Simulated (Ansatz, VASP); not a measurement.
**BaTiO3: VASP beside Ansatz**

File INCAR:

```
  PREC = Accurate
  ENCUT = 520
  EDIFF = 1E-8
  ISMEAR = -1
  SIGMA = 0.08
  LREAL = False
  LASPH = True
  NELM = 80
  ALGO = Normal
  ISIF = 2
  LWAVE = False
  LCHARG = False
  GGA = PS
  LEFG = True
  NBANDS = 28
```

KPOINTS

```
Automatic mesh
0
Gamma
  7 7 7
```

Contents of POSCAR:

```
BaTiO3
1.0
    4.0262895137      0.0000000000      0.0000000000
    0.0000000000      4.0262895137      0.0000000000
    0.0000000000      0.0000000000      4.0446100470
Ba Ti O
1 1 3
Direct
    0.0000000000      0.0000000000      0.0000000000
    0.5000000000      0.5000000000      0.4820000000
    0.5000000000      0.5000000000      0.0160000000
    0.5000000000      0.0000000000      0.5150000000
    0.0000000000      0.5000000000      0.5150000000
```

Input for Ansatz:

```yaml
crystal:
  lattice:
    - [4.0262895137, 0.0, 0.0]
    - [0.0, 4.0262895137, 0.0]
    - [0.0, 0.0, 4.044610047]
  atoms:
    - { symbol: Ba, position: [0.0, 0.0, 0.0] }
    - { symbol: Ti, position: [0.5, 0.5, 0.482] }
    - { symbol: O, position: [0.5, 0.5, 0.016] }
    - { symbol: O, position: [0.5, 0.0, 0.515] }
    - { symbol: O, position: [0.0, 0.5, 0.515] }
kpoints:
  mp_grid: { grid: [7, 7, 7] }
scf:
  occupations: { method: fermi_dirac, width: 0.08 }
hamiltonian:
  xc: pbesol
  pseudopotentials: { kind: all_electron, datasets: crystal }
output:
  forces: true
  stress: true
  eigenvalues: true
  efg: { contact_densities: true }
```

Change from the starting cell: volume scaled by 1.02, crystal datasets.

Alike in both runs: task electric field gradients; functional PBEsol; k mesh 7 × 7 × 7; occupations fermi-dirac, width 0.08 eV; no spin polarisation.

|  | VASP | Ansatz |
| --- | --- | --- |
| version | VASP 6.6.1 | Ansatz 0.2.0 |
| potentials or method | VASP PAW PBE potentials, release 64 (Ba_sv, Ti_sv, O), cutoff 520 eV | all-electron PAW with datasets made for the crystal, scalar-relativistic |

Ansatz gave:

* pressure (GPa): -6.7
* traceless stress, the component that is largest in VASP (GPa): 0.89
* rms of the force components (eV/Å): 0.159
* size of Vzz on the site where it differs most (V/Å²): 1.9

Which values does VASP return?

Pressure (GPa): -5.0; traceless stress, the component that is largest in VASP (GPa): 0.96; rms of the force components (eV/Å): 0.148; size of Vzz on the site where it differs most (V/Å²): 2.3.

VASP's potentials were made for PBE, not for PBEsol. Atom by atom the forces differ by 0.018 eV/Å (rms over components). Ansatz ran all-electron here, and VASP with PAW potentials.

Spin-orbit coupling is off throughout.
